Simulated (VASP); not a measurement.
# Al32Au (a cell with a defect): single point with PBE+D3(BJ)

The system is Al32Au (a cell with a defect).

```
CELL_PARAMETERS angstrom
8.10000 0.00000 0.00000
0.00000 8.10000 0.00000
0.00000 0.00000 8.10000
ATOMIC_POSITIONS crystal
Al 0.49638 0.99664 0.94128
Al 0.74800 0.24821 0.99402
Al 0.79897 0.99651 0.24649
Al 0.99572 0.99616 0.98351
Al 0.24412 0.24783 0.99431
Al 0.49595 0.49591 0.98352
Al 0.74759 0.74436 0.99434
Al 0.19116 0.99662 0.24660
Al 0.49628 0.29911 0.24650
Al 0.75890 0.49586 0.24611
Al 0.49628 0.99652 0.54910
Al 0.74823 0.24844 0.49842
Al 0.75890 0.99613 0.74584
Al 0.99620 0.49644 0.99223
Al 0.24460 0.74480 0.99478
Al 0.99568 0.25911 0.24611
Al 0.23331 0.49590 0.24613
Al 0.49639 0.69129 0.24662
Al 0.99568 0.99613 0.50909
Al 0.24382 0.24823 0.49821
Al 0.49592 0.49587 0.50911
Al 0.74800 0.74404 0.49819
Al 0.23331 0.99614 0.74588
Al 0.49592 0.25913 0.74585
Al 0.74997 0.49637 0.74636
Al 0.99572 0.73353 0.24614
Al 0.99615 0.49637 0.50017
Al 0.24412 0.74433 0.49781
Al 0.99615 0.25019 0.74635
Al 0.24203 0.49643 0.74641
Al 0.49595 0.73354 0.74589
Al 0.99620 0.74225 0.74642
Au 0.49475 0.99486 0.24485
```

```json
{
  "Program": "VASP 6.6.1",
  "Task": "single point",
  "Functional": "PBE",
  "Dispersion": "D3(BJ)",
  "Potentials or basis": "VASP PAW PBE potentials, release 64 (Al, Au)",
  "Cutoff": "520 eV",
  "k mesh": "3 × 3 × 3",
  "Occupations": "gaussian, width 0.1 eV",
  "Spin": "no spin polarisation",
  "Dipole correction": "no",
  "Further INCAR settings": "LREAL = Auto; ALGO = Normal; EDIFF = 1e-06; NBANDS = 76"
}
```

```
Pressure                   : 1.3 GPa
Largest force              : 0.013 eV/Å
Band gap on the k mesh     : zero (an odd number of electrons rules out a gap without spin polarisation)
Dispersion energy per atom : -0.354 eV
```

Forces in eV/Å, atoms in the order of the input:
```
Al  -0.002 -0.001  0.013
Al   0.000  0.000  0.000
Al  -0.009 -0.004 -0.004
Al   0.000 -0.001 -0.002
Al   0.001  0.006  0.001
Al  -0.002 -0.001 -0.003
Al   0.006  0.001  0.001
Al   0.010 -0.001 -0.001
Al  -0.002 -0.009 -0.003
Al   0.003  0.002  0.002
Al  -0.002 -0.003 -0.009
Al  -0.003 -0.003 -0.003
Al   0.003  0.002  0.002
Al  -0.001  0.000  0.002
Al  -0.004 -0.002 -0.002
Al   0.003  0.003  0.002
Al  -0.002 -0.001 -0.001
Al  -0.002  0.013 -0.001
Al   0.003  0.002  0.003
Al  -0.001 -0.001 -0.001
Al   0.001  0.003  0.002
Al   0.000  0.000  0.000
Al  -0.002 -0.001 -0.001
Al   0.001  0.002  0.003
Al   0.000 -0.002 -0.002
Al   0.000 -0.002 -0.001
Al  -0.002 -0.001  0.000
Al   0.001  0.001  0.006
Al  -0.002  0.000 -0.001
Al   0.002 -0.001 -0.001
Al  -0.002 -0.003 -0.001
Al  -0.001  0.002  0.000
Au   0.004  0.005  0.005
```

Levels at points of the mesh, in eV from the Fermi level:
| k point | band 51 | band 52 | band 53 | band 54 | band 55 | band 56 |
| --- | --- | --- | --- | --- | --- | --- |
| (0.00, 0.00, 0.00) | -0.33 | -0.33 | 0.08 | 0.21 | 0.21 | 0.21 |

Wall time 11 min on 1 thread of Intel(R) Xeon(R) Platinum 8259CL CPU @ 2.50GHz (Skylake/Cascade Lake), on a shared host, peak memory 0.61 GiB.

Caveat: spin-orbit coupling is left out, which moves the levels of the heavy elements.
